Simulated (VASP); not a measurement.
Rh, 1 atom in the cell. It takes space group I4/mmm (No. 139, tetragonal). Conventional cell: a = 2.763 Å, b = 2.763 Å, c = 3.594 Å, α = 90.00°, β = 90.00°, γ = 90.00°. Within 3.6 Å of Rh (site symmetry 4/mmm) lie 14 Rh at 2.65 to 3.59 Å.  This cell differs from its parent crystal: ratio of the length along z to the lengths across it x 0.92, volume and fractional coordinates fixed.

| Item | Value |
| --- | --- |
| Program | VASP 6.6.1 |
| Task | single point |
| Functional | r2SCAN |
| Potentials or basis | VASP PAW PBE potentials, release 64 (Rh_pv) |
| Cutoff | 520 eV |
| k mesh | 30 × 30 × 30 |
| Occupations | gaussian, width 0.15 eV |
| Spin | no spin polarisation |
| Dipole correction | no |
| Further INCAR settings | ALGO = Normal; EDIFF = 1e-07; NBANDS = 14 |

Potentials or basis: VASP PAW PBE potentials, release 64 (Rh_pv).

Command:

```sh
$ cat potpaw_PBE.64/Rh_pv/POTCAR > POTCAR
$ cp INCAR.step1 INCAR
$ mpirun -np 1 vasp_std > vasp.out
$ cp INCAR.step2 INCAR
$ mpirun -np 1 vasp_std > vasp.out
```

Hardware: 1 thread of Intel(R) Xeon(R) Platinum 8488C (Sapphire Rapids) (shared host).

**Question.** How long does it take, and how much memory?

**Answer.** Wall time 13 min on 1 thread of Intel(R) Xeon(R) Platinum 8488C (Sapphire Rapids) (shared host), peak memory 0.44 GiB. Counts: k points 1992.
